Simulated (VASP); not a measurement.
# Sn2O (P-3m1) in VASP: notebook

Runs on Sn2O. Level: r2SCAN. Tasks: single point, relaxation of cell and atoms.

Program: VASP 6.6.1. These are calculated values, not measurements. Logs are shortened: lines on timing, memory, paths and dates and some standing lists are left out, and cuts for length are marked.

**1. The cell of the first run**

Symmetry: P-3m1, No. 164, trigonal system. The conventional cell has a = 2.734 Å, b = 2.734 Å, c = 4.460 Å, α = 90.00°, β = 90.00°, γ = 120.00°. Within 2.6 Å of Sn (site symmetry 3m) lie 3 O at 1.98 Å and 3 Sn at 2.60 Å. Within 2.6 Å of O (site symmetry -3m) lie 6 Sn at 1.98 Å.

**2. Single point, r2SCAN**

Contents of POSCAR:

```
Sn2O
1.0
    2.7342842909      0.0000000000      0.0000000000
   -1.3671421455      2.3679596571      0.0000000000
    0.0000000000      0.0000000000      4.4598162526
Sn O
2 1
Direct
    0.6666666667      0.3333333333      0.2688898702
    0.3333333333      0.6666666667      0.7311101298
    0.0000000000      0.0000000000      0.0000000000
```

Contents of INCAR.step1:

```
SYSTEM = Sn2O
PREC = Accurate
ENCUT = 660
ISMEAR = 0
SIGMA = 0.1
LREAL = .FALSE.
LASPH = .TRUE.
NELM = 120
NBANDS = 24
GGA = PE
ALGO = Normal
EDIFF = 1E-5
LWAVE = .TRUE.
LCHARG = .FALSE.
GGA_COMPAT = .FALSE.
```

Contents of INCAR.step2:

```
SYSTEM = Sn2O
PREC = Accurate
ENCUT = 660
EDIFF = 1E-6
ISMEAR = 0
SIGMA = 0.1
LREAL = .FALSE.
LASPH = .TRUE.
NELM = 120
ALGO = Normal
ISIF = 2
LWAVE = .FALSE.
LCHARG = .FALSE.
METAGGA = R2SCAN
LMIXTAU = .TRUE.
NBANDS = 24
ISTART = 1
GGA_COMPAT = .FALSE.
```

Contents of KPOINTS:

```
Automatic mesh
0
G
  6 6 4
  0 0 0
```

Potentials or basis: VASP PAW PBE potentials, release 64 (Sn_d, O).

Launch:

```bash
cat potpaw_PBE.64/Sn_d/POTCAR potpaw_PBE.64/O/POTCAR > POTCAR
cp INCAR.step1 INCAR
mpirun -np 1 vasp_std > vasp.out
cp INCAR.step2 INCAR
mpirun -np 1 vasp_std > vasp.out
```

OUTCAR:

```text
SYSTEM = Sn2O
   PREC = Accurate
   ENCUT = 660
   EDIFF = 1E-6
   ISMEAR = 0
   LREAL = .FALSE.
   LASPH = .TRUE.
   NELM = 120
   ISIF = 2
   METAGGA = R2SCAN
   ISTART = 1

 ion  position               nearest neighbor table
   1  0.667  0.333  0.269-   3 1.98   3 1.98   3 1.98   2 2.60   2 2.60   2 2.60   2 2.87   2 2.87
                             2 2.87
   2  0.333  0.667  0.731-   3 1.98   3 1.98   3 1.98   1 2.60   1 2.60   1 2.60   1 2.87   1 2.87
                             1 2.87
   3  0.000  0.000  0.000-   1 1.98   2 1.98   1 1.98   2 1.98   1 1.98   2 1.98

  LATTYP: Found a hexagonal cell.
 ALAT       =     2.7342842909
 C/A-ratio  =     1.6310726238

  Lattice vectors:

 A1 = (   2.7342842909,   0.0000000000,   0.0000000000)
 A2 = (  -1.3671421455,   2.3679596571,   0.0000000000)
 A3 = (   0.0000000000,   0.0000000000,   4.4598162526)

Analysis of symmetry for initial positions (statically):
=====================================================================
 Subroutine PRICEL returns:
 Original cell was already a primitive cell.

 Routine SETGRP: Setting up the symmetry group for a
 hexagonal supercell.

 Subroutine GETGRP returns: Found 12 space group operations
 (whereof 12 operations were pure point group operations)
 out of a pool of 24 trial point group operations.

The static configuration has the point symmetry D_3d.

Analysis of symmetry for dynamics (positions and initial velocities):
=====================================================================
 Subroutine PRICEL returns:
 Original cell was already a primitive cell.

 Routine SETGRP: Setting up the symmetry group for a
 hexagonal supercell.

 Subroutine GETGRP returns: Found 12 space group operations
 (whereof 12 operations were pure point group operations)
 out of a pool of 24 trial point group operations.

The dynamic configuration has the point symmetry D_3d.

 Subroutine INISYM returns: Found 12 space group operations
 (whereof 12 operations are pure point group operations),
 and found     1 'primitive' translations

----------------------------------------------------------------------------------------

                                     Primitive cell

  volume of cell :      28.8759

  direct lattice vectors                    reciprocal lattice vectors
     2.734284291  0.000000000  0.000000000     0.365726418  0.211152246  0.000000000
    -1.367142145  2.367959657  0.000000000     0.000000000  0.422304492  0.000000000
     0.000000000  0.000000000  4.459816253     0.000000000  0.000000000  0.224224484

  length of vectors
     2.734284291  2.734284291  4.459816253     0.422304492  0.422304492  0.224224484

  position of ions in fractional coordinates (direct lattice)
     0.666666667  0.333333333  0.268889870
     0.333333333  0.666666667  0.731110130
     0.000000000  0.000000000  0.000000000

  ion indices of the primitive-cell ions
   primitive index   ion index
                 1           1
                 2           2
                 3           3

----------------------------------------------------------------------------------------

 KPOINTS: Automatic mesh

Automatic generation of k-mesh.
 Grid dimensions read from file:
 generate k-points for:    6    6    4

 Generating k-lattice:

  Cartesian coordinates                     Fractional coordinates (reciprocal lattice)
     0.060954403  0.035192041  0.000000000     0.166666667  0.000000000  0.000000000
     0.000000000  0.070384082  0.000000000     0.000000000  0.166666667  0.000000000
     0.000000000  0.000000000  0.056056121     0.000000000  0.000000000  0.250000000

  Length of vectors
     0.070384082  0.070384082  0.056056121

  Shift w.r.t. Gamma in fractional coordinates (k-lattice)
     0.000000000  0.000000000  0.000000000

 Subroutine IBZKPT returns following result:
 ===========================================

 Found     24 irreducible k-points:

 Following reciprocal coordinates:
            Coordinates               Weight
  0.000000  0.000000  0.000000      1.000000
  0.166667  0.000000  0.000000      6.000000
  0.333333  0.000000  0.000000      6.000000
  0.500000  0.000000  0.000000      3.000000
  0.166667  0.166667  0.000000      6.000000
  0.333333  0.166667  0.000000     12.000000
[... 16 lines left out ...]
  0.333333  0.166667  0.500000     12.000000
  0.333333  0.333333  0.500000      2.000000
   k-points           NKPTS =     24   k-points in BZ     NKDIM =     24   number of bands    NBANDS=     24
   number of dos      NEDOS =    301   number of ions     NIONS =      3
   total plane-waves  NPLWV =  23040
   dimension x,y,z NGX =    24 NGY =   24 NGZ =   40
   dimension x,y,z NGXF=    48 NGYF=   48 NGZF=   80
   ions per type =               2   1
   NGX,Y,Z   is equivalent  to a cutoff of  14.59, 14.59, 14.91 a.u.
   NGXF,Y,Z  is equivalent  to a cutoff of  29.18, 29.18, 29.82 a.u.
 SYSTEM =  Sn2O
[... 39 lines left out ...]
   LRPA    =     F    only Hartree local field effects (RPA)
 non-spin polarized calculation
 Gauss-broadening in eV      SIGMA  =   0.10
  energy-cutoff  :      660.00
  volume of cell :       28.88
 maximum number of plane-waves:      1132
 NGX is ok and might be reduce to    24
   NGX = 11   NGY = 11   NGZ = 19

 number of electron      34.0000003 magnetization

 Free energy of the ion-electron system (eV)
  ---------------------------------------------------
  ext. energy  EPLUGINS =         0.00000000
  ---------------------------------------------------
  free energy    TOTEN  =       -42.37199244 eV

  energy without entropy =      -42.35968924  energy(sigma->0) =      -42.36584084

 E-fermi :  22.9826     XC(G=0): -16.0962

 val. band max:       22.5264048568   @ k =   0.3333   0.1667   0.2500
 cond. band min:      22.9845173194   @ k =   0.0000   0.0000   0.2500
 fundamental gap:      0.4581124625
 Fermi energy:        22.9826414921

 k-point     1 :       0.0000    0.0000    0.0000
  band No.  band energies     occupation
      1      -7.4310      2.00000
      2      -3.3197      2.00000
      3      -2.7801      2.00000
      4      -2.7801      2.00000
      5      -2.7771      2.00000
      6      -2.6690      2.00000
[... 16 lines left out ...]
     23      35.6185      0.00000
     24      36.9940      0.00000

 k-point     2 :       0.1667    0.0000    0.0000
  band No.  band energies     occupation
      1      -7.2626      2.00000
      2      -3.1739      2.00000
      3      -2.9403      2.00000
      4      -2.8046      2.00000
      5      -2.7727      2.00000
      6      -2.5313      2.00000
[... 16 lines left out ...]
     23      35.2335      0.00000
     24      35.7349      0.00000

 k-point     3 :       0.3333    0.0000    0.0000
  band No.  band energies     occupation
      1      -7.0697      2.00000
      2      -3.2624      2.00000
      3      -3.0097      2.00000
      4      -2.9977      2.00000
      5      -2.7714      2.00000
      6      -2.5355      2.00000
[... 16 lines left out ...]
     23      31.5936      0.00000
     24      36.3216      0.00000

 k-point     4 :       0.5000    0.0000    0.0000
  band No.  band energies     occupation
      1      -7.0459      2.00000
      2      -3.3627      2.00000
      3      -3.1511      2.00000
      4      -3.1075      2.00000
      5      -2.6728      2.00000
      6      -2.4358      2.00000
[... 16 lines left out ...]
     23      30.3891      0.00000
     24      36.5405      0.00000

 k-point     5 :       0.1667    0.1667    0.0000
  band No.  band energies     occupation
      1      -7.0961      2.00000
      2      -3.0940      2.00000
      3      -3.0013      2.00000
      4      -2.9282      2.00000
      5      -2.7400      2.00000
      6      -2.5935      2.00000
[... 451 lines left out ...]
 k-point    22 :       0.1667    0.1667    0.5000
  band No.  band energies     occupation
      1      -7.1297      2.00000
      2      -3.0710      2.00000
      3      -2.9112      2.00000
      4      -2.8763      2.00000
      5      -2.7255      2.00000
      6      -2.6291      2.00000
[... 16 lines left out ...]
     23      35.5077      0.00000
     24      36.3240      0.00000

 k-point    23 :       0.3333    0.1667    0.5000
  band No.  band energies     occupation
      1      -7.0232      2.00000
      2      -3.3977      2.00000
      3      -3.0520      2.00000
      4      -2.9779      2.00000
      5      -2.7500      2.00000
      6      -2.4927      2.00000
[... 16 lines left out ...]
     23      33.6504      0.00000
     24      34.0591      0.00000

 k-point    24 :       0.3333    0.3333    0.5000
  band No.  band energies     occupation
      1      -6.9281      2.00000
      2      -3.3035      2.00000
      3      -3.3035      2.00000
      4      -3.0042      2.00000
      5      -2.5319      2.00000
      6      -2.3124      2.00000
[... 16 lines left out ...]
     23      33.5789      0.00000
     24      33.5789      0.00000

------------------------ aborting loop because EDIFF is reached ----------------------------------------

  FORCE on cell =-STRESS in cart. coord.  units (eV):
  Direction    XX          YY          ZZ          XY          YZ          ZX
  --------------------------------------------------------------------------------------
  -------------------------------------------------------------------------------------
  Total       46.5434445     46.5434445     60.3798780     -0.0000000     -0.0000000     -0.0000000
  in kB     2582.4633716   2582.4633716   3350.1779939     -0.0000001     -0.0000000     -0.0000000
  external PRESSURE =    2838.3682457 kB  Pullay stress =       0.0000000 kB

 VOLUME and BASIS-vectors are now :
 -----------------------------------------------------------------------------
  energy-cutoff  :      660.00
  volume of cell :       28.88
      direct lattice vectors                 reciprocal lattice vectors
     2.734284291  0.000000000  0.000000000     0.365726418  0.211152246  0.000000000
    -1.367142145  2.367959657  0.000000000     0.000000000  0.422304492  0.000000000
     0.000000000  0.000000000  4.459816253     0.000000000  0.000000000  0.224224484

 POSITION                                       TOTAL-FORCE (eV/Angst)
 -----------------------------------------------------------------------------------
      1.36714      0.78932      1.19920        -0.000000      0.000000      6.958562
     -0.00000      1.57864      3.26062         0.000000     -0.000000     -6.958562
      0.00000      0.00000      0.00000         0.000000      0.000000      0.000000
 -----------------------------------------------------------------------------------
    total drift:                                0.000000     -0.000000     -0.000000

  FREE ENERGIE OF THE ION-ELECTRON SYSTEM (eV)
  ---------------------------------------------------
  free  energy   TOTEN  =       -42.3719924403 eV

  energy  without entropy=      -42.3596892353  energy(sigma->0) =      -42.36584084
```

Run time: 33 s. Hardware: 1 thread of Intel Xeon 6975P-C (Granite Rapids), shared host; peak memory 0.18 GiB.

Results:

- Free energy: -42.3720 eV
- Pressure: 283.8 GPa
- Largest force: 6.959 eV/Å
- Band gap on the k mesh: zero (bands 17 and 18 overlap by 4.14 eV)

Forces in eV/Å, atoms in the order of the input:
```
Sn   0.000  0.000  6.959
Sn   0.000  0.000 -6.959
O    0.000  0.000  0.000
```

Levels at points of the mesh, in eV from the Fermi level:
```tsv
k point	band 15	band 16	band 17	band 18	band 19	band 20
(0.00, 0.00, 0.00)	-10.03	-3.49	-2.42	6.94	6.94	9.68
(0.50, 0.00, 0.00)	-8.61	-7.74	-3.53	1.40	2.04	4.57
(0.00, 0.00, 0.50)	-10.13	-8.21	2.14	4.56	8.26	8.26
(0.50, 0.00, 0.50)	-10.29	-4.89	-3.18	0.85	2.51	3.37
```

Caveat: the k points lie up to 0.44 Å⁻¹ apart, too coarse for converged energies and pressures of a metal; the PAW data sets were made with another functional, which shifts forces and pressure a little; spin-orbit coupling is left out, which moves the levels of the heavy elements.

**3. Single point, r2SCAN**

This run uses another cell than the first one, of 19.88 Å³/atom.

Contents of POSCAR:

```
Sn2O
1.0
    3.1848859284      0.0000000000      0.0000000000
   -1.5924429642      2.7581921222      0.0000000000
    0.0000000000      0.0000000000      6.7897160165
Sn O
2 1
Direct
    0.6666666667      0.3333333333      0.2451066665
    0.3333333333      0.6666666667      0.7548933335
    0.0000000000      0.0000000000      0.0000000000
```

Contents of INCAR.step1:

```
PREC = Accurate ; ENCUT = 660
ISMEAR = 0 ; SIGMA = 0.1
LREAL = False ; LASPH = True
NELM = 120 ; NBANDS = 24
GGA = PE ; ALGO = Normal
EDIFF = 1E-5 ; LWAVE = True
LCHARG = False ; GGA_COMPAT = False
```

Contents of INCAR.step2:

```
PREC = Accurate ; ENCUT = 660
EDIFF = 1E-6 ; ISMEAR = 0
SIGMA = 0.1 ; LREAL = False
LASPH = True ; NELM = 120
ALGO = Normal ; ISIF = 2
LWAVE = False ; LCHARG = False
METAGGA = R2SCAN ; LMIXTAU = True
NBANDS = 24 ; ISTART = 1
GGA_COMPAT = False
```

Contents of KPOINTS:

```
regular mesh
0
Gamma
  12 12 4
```

Potentials or basis: VASP PAW PBE potentials, release 64 (Sn_d, O).

Launch:

```bash
cat potpaw_PBE.64/Sn_d/POTCAR potpaw_PBE.64/O/POTCAR > POTCAR
cp INCAR.step1 INCAR
mpirun -np 1 vasp_std > vasp.out
cp INCAR.step2 INCAR
mpirun -np 1 vasp_std > vasp.out
```

Run time: 3.3 min. Hardware: 1 thread of Intel Xeon 6975P-C (Granite Rapids), shared host; peak memory 0.29 GiB.

Results (log left out):

| Quantity | Value |
| --- | --- |
| Free energy | -56.6802 eV |
| Pressure | 0.3 GPa |
| Largest force | 0.052 eV/Å |
| Band gap on the k mesh | zero (bands 17 and 18 overlap by 3.25 eV) |

Forces on the atoms (eV/Å):
```
Sn   0.000  0.000  0.052
Sn   0.000  0.000 -0.052
O    0.000  0.000  0.000
```

Stress tensor (GPa, compression positive):
```
0.20 0.00 0.00
0.00 0.20 0.00
0.00 0.00 0.58
```

Levels at points of the mesh, in eV from the Fermi level:
```
           k point  band 13  band 14  band 15  band 16  band 17  band 18  band 19  band 20  band 21  band 22
(0.00, 0.00, 0.00)   -10.03    -3.57    -3.57    -3.32    -1.81     5.22     7.32     8.20     8.20     9.84
(0.50, 0.00, 0.00)    -6.46    -5.06    -4.25    -3.57    -3.55    -0.19     3.01     4.21     5.29     5.38
(0.00, 0.00, 0.50)    -8.80    -5.10    -3.57    -3.57     0.98     1.99     8.51     8.51     9.34     9.34
(0.50, 0.00, 0.50)    -6.68    -5.72    -4.24    -2.92    -2.41    -1.09     2.12     4.54     5.61     6.30
```

Caveat: the PAW data sets were made with another functional, which shifts forces and pressure a little; spin-orbit coupling is left out, which moves the levels of the heavy elements.

**4. Relaxation of cell and atoms, r2SCAN**

Contents of POSCAR:

```
Sn2O
1.0
    2.7342842909      0.0000000000      0.0000000000
   -1.3671421455      2.3679596571      0.0000000000
    0.0000000000      0.0000000000      4.4598162526
Sn O
2 1
Direct
    0.6666666667      0.3333333333      0.2688898702
    0.3333333333      0.6666666667      0.7311101298
    0.0000000000      0.0000000000      0.0000000000
```

Contents of INCAR.step1:

```
PREC = Accurate
ENCUT = 660
ISMEAR = 0
SIGMA = 0.1
LREAL = False
LASPH = True
NELM = 120
GGA = PE
ALGO = Normal
EDIFF = 1E-5
LWAVE = True
LCHARG = False
GGA_COMPAT = False
IBRION = 2
ISIF = 3
EDIFFG = -0.005
NELMIN = 4
NSW = 100
```

Contents of INCAR.step2:

```
PREC = Accurate
ENCUT = 660
EDIFF = 1E-7
ISMEAR = 0
SIGMA = 0.1
LREAL = False
LASPH = True
NELM = 120
ALGO = Normal
ISIF = 3
LWAVE = False
LCHARG = False
METAGGA = R2SCAN
LMIXTAU = True
IBRION = 2
NSW = 80
EDIFFG = -0.05
ISTART = 1
GGA_COMPAT = False
NELMIN = 4
```

KPOINTS is that of step 3.

Launch:

```bash
cat potpaw_PBE.64/Sn_d/POTCAR potpaw_PBE.64/O/POTCAR > POTCAR
cp INCAR.step1 INCAR
mpirun -np 1 vasp_std > vasp.out
cp INCAR.step2 INCAR
mpirun -np 1 vasp_std > vasp.out
```

Run time: 29 min. Hardware: 1 thread of Intel Xeon 6975P-C (Granite Rapids), shared host; peak memory 0.22 GiB.

It converged, with:

```yaml
Free_energy: -56.5395 eV
Relaxed_volume: 18.66 Å³/atom
Relaxed_cell: a = 3.220 Å, b = 3.220 Å, c = 6.235 Å, α = 90.00°, β = 90.00°, γ = 120.00°
Space_group_after_relaxing_to_0.1_Å: P-3m1 (No. 164)
Pressure_after_relaxing: 0.1 GPa
Largest_force_after_relaxing: 0.014 eV/Å
Band_gap_on_the_k_mesh: zero (bands 17 and 18 overlap by 3.85 eV)
```

Forces on the atoms (eV/Å):
```
Sn   0.000  0.000 -0.014
Sn   0.000  0.000  0.014
O    0.000  0.000  0.000
```

Stress tensor (GPa, compression positive):
```
 0.20  0.00  0.00
 0.00  0.20  0.00
 0.00  0.00 -0.09
```

Final structure:
```xyz
3
Lattice="3.2202 0.0000 0.0000 -1.6101 2.7887 0.0000 0.0000 0.0000 6.2348" Properties=species:S:1:pos:R:3 pbc="T T T"
Sn    1.6101    0.9296    1.6464
Sn    0.0000    1.8592    4.5884
O     0.0000    0.0000    0.0000
```

Levels at points of the mesh, in eV from the Fermi level:
```tsv
k point	band 15	band 16	band 17	band 18	band 19	band 20
(0.00, 0.00, 0.00)	-3.79	-2.66	-1.93	6.55	7.37	7.37
(0.50, 0.00, 0.00)	-4.47	-4.28	-3.66	0.26	3.10	4.16
(0.00, 0.00, 0.50)	-3.79	-3.79	1.86	2.39	8.09	8.41
(0.50, 0.00, 0.50)	-4.45	-2.62	-2.54	-0.94	2.10	3.73
```

Caveat: the volume moved by over 15 % at a fixed basis, so the end points are rough; the PAW data sets were made with another functional, which shifts forces and pressure a little; spin-orbit coupling is left out, which moves the levels of the heavy elements. Zero-point motion and thermal expansion aren't in these numbers.

**5. Summary**

```tsv
task	cell	k mesh	gap on the mesh (eV)	pressure (GPa)	largest force (eV/Å)
single point	a = 2.734, b = 2.734, c = 4.460 Å, angles 90.0, 90.0, 120.0°, 3 atoms, atomic positions A	6 × 6 × 4	none	283.8	6.96
single point	a = 3.185, b = 3.185, c = 6.790 Å, angles 90.0, 90.0, 120.0°, 3 atoms, atomic positions B	12 × 12 × 4	none	0.3	0.05
relaxation of cell and atoms	relaxed from a = 2.734, b = 2.734, c = 4.460 Å, angles 90.0, 90.0, 120.0°, 3 atoms, atomic positions A	12 × 12 × 4	none	0.1	0.01
```

Alike in all rows: level r2SCAN; potentials or basis VASP PAW PBE potentials, release 64 (Sn_d, O); no spin polarisation; cutoff (eV) 660; smearing gaussian 0.1 eV.

Caveats: some runs use coarse meshes; the PAW data sets were made with another functional, which shifts forces and pressure a little; spin-orbit coupling is left out, which moves the levels of the heavy elements; the volume moved by over 15 % at a fixed basis, so the end points are rough (at least some runs).

Absolute energies hang on the potentials; compare differences alone.

The gap in the log of VASP goes by the Fermi energy; the results here count the filled bands.